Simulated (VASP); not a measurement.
Input of a VASP 6.6.1 run:

Contents of INCAR:

```
SYSTEM = Al2O3
ALGO = Normal ; EDIFF = 1E-7
EDIFFG = -0.04 ; ENCUT = 600
GGA = PE ; IBRION = 2
ISIF = 3 ; ISMEAR = 0
LASPH = .TRUE. ; LCHARG = .FALSE.
LREAL = .FALSE. ; LWAVE = .FALSE.
NELM = 80 ; NSW = 90
PREC = Accurate ; SIGMA = 0.1
```

File KPOINTS:

```
k-points
0
G
  6 6 4
  0 0 0
```

File POSCAR:

```
Al2O3
1.0
    2.7995792771      0.0000000000      0.0000000000
    0.0000000000      2.7995792771      0.0000000000
    0.0000000000      0.0000000000      6.2520826265
Al O
2 3
Direct
    0.0000000000      0.0000000000      0.5000000000
    0.5000000000      0.5000000000      0.0000000000
    0.0000000000      0.0000000000      0.0000000000
    0.0000000000      0.5000000000      0.3298789712
    0.5000000000      0.0000000000      0.6701210288
```

Potentials or basis: VASP PAW PBE potentials, release 64 (Al, O).

Command:

```sh
$ cat potpaw_PBE.64/Al/POTCAR potpaw_PBE.64/O/POTCAR > POTCAR
$ mpirun -np 1 vasp_std > vasp.out
```

(1) Estimate the band gap on the k mesh.

## Answers

(1) 2.10 eV (least direct gap 2.28 eV).

Caveat: the relaxation stopped at its first step, so nothing moved.
